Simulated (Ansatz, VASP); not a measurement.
**MgSi2N2: VASP beside Ansatz**

Contents of INCAR:

```
SYSTEM = MgSi2N2
PREC = Accurate
ENCUT = 750
EDIFF = 1E-7
ISMEAR = 0
SIGMA = 0.1
LREAL = .False.
LASPH = .True.
NELM = 120
ALGO = Normal
ISIF = 3
LWAVE = .False.
LCHARG = .False.
GGA = PE
IBRION = 2
NSW = 90
EDIFFG = -0.04
GGA_COMPAT = .False.
NELMIN = 4
```

File KPOINTS:

```
regular mesh
0
Gamma
  6 6 6
  0 0 0
```

POSCAR

```
MgSi2N2
1.0
   -1.9590733600      1.9590733600      4.4890509400
    1.9590733600     -1.9590733600      4.4890509400
    1.9590733600      1.9590733600     -4.4890509400
Mg Si N
1 2 2
Direct
    0.0000000000      0.0000000000      0.0000000000
    0.3750000000      0.3750000000      0.0000000000
    0.6250000000      0.6250000000      0.0000000000
    0.7500000000      0.2500000000      0.5000000000
    0.2500000000      0.7500000000      0.5000000000
```

Input for Ansatz:

```yaml
crystal:
  lattice:
    - [-1.95907336, 1.95907336, 4.48905094]
    - [1.95907336, -1.95907336, 4.48905094]
    - [1.95907336, 1.95907336, -4.48905094]
  atoms:
    - { symbol: Mg, position: [0.0, 0.0, 0.0] }
    - { symbol: Si, position: [0.375, 0.375, 0.0] }
    - { symbol: Si, position: [0.625, 0.625, 0.0] }
    - { symbol: "N", position: [0.75, 0.25, 0.5] }
    - { symbol: "N", position: [0.25, 0.75, 0.5] }
basis:
  ecutwfc: 420
kpoints:
  mp_grid: { grid: [6, 6, 6] }
hamiltonian:
  xc: pbe
scf:
  occupations: { method: gaussian, width: 0.1 }
  lower_state_search: "off"
output:
  forces: true
  stress: true
  eigenvalues: true
relax:
  adjacent_minimum: "off"
  f_tol: 0.04
  max_steps: 70
  cell: { stress_tol: 0.4 }
```

Change from the starting cell: species swapped into the SrSi2Pd2 type (I4/mmm, No. 139).

Alike in both runs: task relaxation of cell and atoms; functional PBE; k mesh 6 × 6 × 6; occupations gaussian, width 0.1 eV; no spin polarisation.

|  | VASP | Ansatz |
| --- | --- | --- |
| version | VASP 6.6.1 | Ansatz 0.2.0 |
| potentials or method | VASP PAW PBE potentials, release 64 (Mg_sv, Si, N), cutoff 750 eV | scalar-relativistic, plane waves, PAW |
| valence electrons in the cell | 28 | 28 |

|  | VASP | Ansatz | Ansatz less VASP |
| --- | --- | --- | --- |
| gap on the k mesh at the Fermi level, each at its own relaxed structure (eV) | none | none | - |
| relaxed volume (Å³/atom) | 11.16 | 14.96 | +3.802 |
| relaxed length of the cell vector where the two differ most in proportion (Å) | 4.907 | 6.668 | +1.7606 |

A gap of «none» marks a metal or a gap that the smearing closes. One of these differences is far larger than is usual between the two programs; its cause wasn't traced.

The k mesh is coarse, so the values compare programs but aren't converged. Noted on VASP's run: the volume moved by over 15 % at a fixed basis, so the end points are rough.
